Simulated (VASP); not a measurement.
# SnS2 (Berndtite-2T) (P-3m1) in VASP: single point with PBE

Aim: the single point of SnS2 (Berndtite-2T) with PBE.

All numbers are computed with VASP 6.6.1; they aren't measurements. Logs are shortened: lines on timing, memory, paths and dates and some standing lists are left out, and cuts for length are marked.

**1. The cell of the first run**

It takes space group P-3m1 (No. 164, trigonal). The conventional cell has a = 3.639 Å, b = 3.639 Å, c = 5.868 Å, α = 90.00°, β = 90.00°, γ = 120.00°. Within 3.4 Å of Sn (site symmetry -3m) lie 6 S at 2.56 Å. Within 3.4 Å of S (site symmetry 3m) lie 3 Sn at 2.56 Å.

**2. Single point, PBE**

Contents of INCAR:

```
  PREC = Accurate
  ENCUT = 500
  EDIFF = 1E-6
  ISMEAR = 0
  SIGMA = 0.01
  LREAL = False
  LASPH = True
  NELM = 120
  ALGO = Normal
  ISIF = 2
  LWAVE = False
  LCHARG = True
  GGA = PE
  LELF = True
  LVHAR = True
  NBANDS = 20
  GGA_COMPAT = False
```

Contents of KPOINTS:

```
regular mesh
0
Gamma
  5 5 3
```

Contents of POSCAR:

```
SnS2
1.0
    3.6390000000      0.0000000000      0.0000000000
   -1.8195000000      3.1514700000      0.0000000000
    0.0000000000      0.0000000000      5.8680000000
Sn S
1 2
Direct
    0.0000000000      0.0000000000      0.0000000000
    0.3333333333      0.6666666667      0.2500000000
    0.6666666667      0.3333333333      0.7500000000
```

Potentials or basis: VASP PAW PBE potentials, release 64 (Sn_d, S).

Launch:

```console
$ cat potpaw_PBE.64/Sn_d/POTCAR potpaw_PBE.64/S/POTCAR > POTCAR
$ mpirun -np 1 vasp_std > vasp.out
```

OUTCAR:

```text
PREC = Accurate
   ENCUT = 500
   EDIFF = 1E-6
   ISMEAR = 0
   LREAL = False
   LASPH = True
   NELM = 120
   ISIF = 2
   GGA = PE

 ion  position               nearest neighbor table
   1  0.000  0.000  0.000-   2 2.56   3 2.56   3 2.56   2 2.56   3 2.56   2 2.56
   2  0.333  0.667  0.250-   1 2.56   1 2.56   1 2.56
   3  0.667  0.333  0.750-   1 2.56   1 2.56   1 2.56

  LATTYP: Found a hexagonal cell.
 ALAT       =     3.6390000000
 C/A-ratio  =     1.6125309151

  Lattice vectors:

 A1 = (   3.6390000000,   0.0000000000,   0.0000000000)
 A2 = (  -1.8195000000,   3.1514700000,   0.0000000000)
 A3 = (   0.0000000000,   0.0000000000,   5.8680000000)

Analysis of symmetry for initial positions (statically):
=====================================================================
 Subroutine PRICEL returns:
 Original cell was already a primitive cell.

 Routine SETGRP: Setting up the symmetry group for a
 hexagonal supercell.

 Subroutine GETGRP returns: Found 12 space group operations
 (whereof 12 operations were pure point group operations)
 out of a pool of 24 trial point group operations.

The static configuration has the point symmetry D_3d.

Analysis of symmetry for dynamics (positions and initial velocities):
=====================================================================
 Subroutine PRICEL returns:
 Original cell was already a primitive cell.

 Routine SETGRP: Setting up the symmetry group for a
 hexagonal supercell.

 Subroutine GETGRP returns: Found 12 space group operations
 (whereof 12 operations were pure point group operations)
 out of a pool of 24 trial point group operations.

The dynamic configuration has the point symmetry D_3d.

 Subroutine INISYM returns: Found 12 space group operations
 (whereof 12 operations are pure point group operations),
 and found     1 'primitive' translations

----------------------------------------------------------------------------------------

                                     Primitive cell

  volume of cell :      67.2954

  direct lattice vectors                    reciprocal lattice vectors
     3.639000000  0.000000000  0.000000000     0.274800769  0.158656119  0.000000000
    -1.819500000  3.151470000  0.000000000     0.000000000  0.317312238  0.000000000
     0.000000000  0.000000000  5.868000000     0.000000000  0.000000000  0.170415815
[... 69 lines left out ...]
   LSORBIT =      F    spin-orbit coupling
   LASPH  =      T    aspherical Exc in radial PAW
   ENCUT  =  500.0 eV  36.75 Ry    6.06 a.u.   6.63  6.63 10.70*2*pi/ulx,y,z
   NELM   =    120;   NELMIN=  2; NELMDL= -5     # of ELM steps
   EDIFF  = 0.1E-05   stopping-criterion for ELM
   LREAL  =      F    real-space projection
   EDIFFG = 0.1E-04   stopping-criterion for IOM
   NSW    =      0    number of steps for IOM
   IBRION =     -1    ionic relax: 0-MD 1-quasi-New 2-CG
   NFREE  =      0    steps in history (QN), initial steepest desc. (CG)
   ISIF   =      2    stress and relaxation
   ISYM   =      2    0-nonsym 1-usesym 2-fastsym
   POTIM  = 0.5000    time-step for ionic-motion
   TEBEG  =    0.0;   TEEND  =   0.0 temperature during run
   PSTRESS=    0.0 pullay stress
   NELECT =      26.0000    total number of electrons
   NUPDOWN=      -1.0000    fix difference up-down
   EMIN   =  10.00;   EMAX   =-10.00  energy-range for DOS
   EFERMI =   0.00;   METHOD = LEGACY
   ISMEAR =     0;   SIGMA  =   0.01  broadening in eV -4-tet -1-fermi 0-gaus
   EFERMI_NEDOS =   21; number of points for ismear=-14 and -15
   IALGO  =     38    algorithm
   IMIX   =      4    mixing-type and parameters
     AMIX     =   0.40;   BMIX     =  1.00
     AMIX_MAG =   1.60;   BMIX_MAG =  1.00
  volume/ion in A,a.u.               =      22.43       151.38
  Fermi-wavevector in a.u.,A,eV,Ry     =   1.192351  2.253217 19.343419  1.421701
  Thomas-Fermi vector in A             =   2.328391
   LORBIT       =      0    0 simple, 1 ext, 2 COOP (PROOUT), +10 PAW based schemes
   GGA     = PE    functional components
   LHFCALC =     F    Hartree Fock is set to
   AEXX    =    0.0000 exact exchange contribution
   IVDW    =     0    specifies the selected vdW correction
   LEPSILON=     F    determine dielectric tensor
   LRPA    =     F    only Hartree local field effects (RPA)
 non-spin polarized calculation
 Gauss-broadening in eV      SIGMA  =   0.01
  energy-cutoff  :      500.00
  volume of cell :       67.30
 maximum number of plane-waves:      1737
 NGX is ok and might be reduce to    28
   NGX = 13   NGY = 13   NGZ = 21

 number of electron      26.0000007 magnetization

 Free energy of the ion-electron system (eV)
  ---------------------------------------------------
  ext. energy  EPLUGINS =         0.00000000
  ---------------------------------------------------
  free energy    TOTEN  =       -13.11661086 eV

  energy without entropy =      -13.11661086  energy(sigma->0) =      -13.11661086

 E-fermi :   4.8900     XC(G=0):  -9.6584

 val. band max:        4.8016404800   @ k =   0.0000   0.0000   0.0000
 cond. band min:       6.2790718631   @ k =   0.0000   0.4000   0.3333
 fundamental gap:      1.4774313831
 Fermi energy:         4.8900235688

 k-point     1 :       0.0000    0.0000    0.0000
  band No.  band energies     occupation
      1     -16.1478      2.00000
      2     -16.1478      2.00000
      3     -16.1050      2.00000
      4     -16.0760      2.00000
      5     -16.0760      2.00000
      6      -9.0572      2.00000
[... 265 lines left out ...]
     19      14.3584      0.00000
     20      15.3159      0.00000

------------------------ aborting loop because EDIFF is reached ----------------------------------------

  FORCE on cell =-STRESS in cart. coord.  units (eV):
  Direction    XX          YY          ZZ          XY          YZ          ZX
  --------------------------------------------------------------------------------------
  -------------------------------------------------------------------------------------
  Total        1.8783457      1.8783499      1.6309571      0.0000000     -0.0000000      0.0000000
  in kB       44.7198942     44.7199951     38.8300354      0.0000000     -0.0000000      0.0000000
  external PRESSURE =      42.7566416 kB  Pullay stress =       0.0000000 kB

 VOLUME and BASIS-vectors are now :
 -----------------------------------------------------------------------------
  energy-cutoff  :      500.00
  volume of cell :       67.30
      direct lattice vectors                 reciprocal lattice vectors
     3.639000000  0.000000000  0.000000000     0.274800769  0.158656119  0.000000000
    -1.819500000  3.151470000  0.000000000     0.000000000  0.317312238  0.000000000
     0.000000000  0.000000000  5.868000000     0.000000000  0.000000000  0.170415815

 POSITION                                       TOTAL-FORCE (eV/Angst)
 -----------------------------------------------------------------------------------
      0.00000      0.00000      0.00000         0.000000      0.000000     -0.000000
     -0.00000      2.10098      1.46700        -0.000000      0.000000      0.214661
      1.81950      1.05049      4.40100         0.000000     -0.000000     -0.214661
 -----------------------------------------------------------------------------------
    total drift:                               -0.000000     -0.000000     -0.000000

  FREE ENERGIE OF THE ION-ELECTRON SYSTEM (eV)
  ---------------------------------------------------
  free  energy   TOTEN  =       -13.1166108563 eV

  energy  without entropy=      -13.1166108563  energy(sigma->0) =      -13.11661086
```

Wall time 9.3 s (1 thread of AMD EPYC 9R45 (Zen 5), shared host); peak memory 0.15 GiB.

What came out:

| Property | Result |
| --- | --- |
| Free energy | -13.1166 eV |
| Pressure | 4.3 GPa |
| Largest force | 0.215 eV/Å |
| Band gap on the k mesh | 1.48 eV, indirect (least direct gap 2.01 eV) |

Forces on the atoms (eV/Å):
```
Sn   0.000  0.000  0.000
S    0.000  0.000  0.215
S    0.000  0.000 -0.215
```

Levels at points of the mesh, in eV from the valence-band top:
```csv
k point,band 9,band 10,band 11,band 12,band 13,band 14,band 15,band 16,band 17,band 18
"(0.00, 0.00, 0.00)",-0.64,-0.64,-0.36,-0.36,0.00,2.01,3.67,5.46,5.46,8.96
```

Caveat: spin-orbit coupling is left out, which moves the levels of the heavy elements; this functional lacks dispersion, which binds the layers, so the pressure and a relaxed spacing across them are unreliable. A k mesh can miss the band edges.
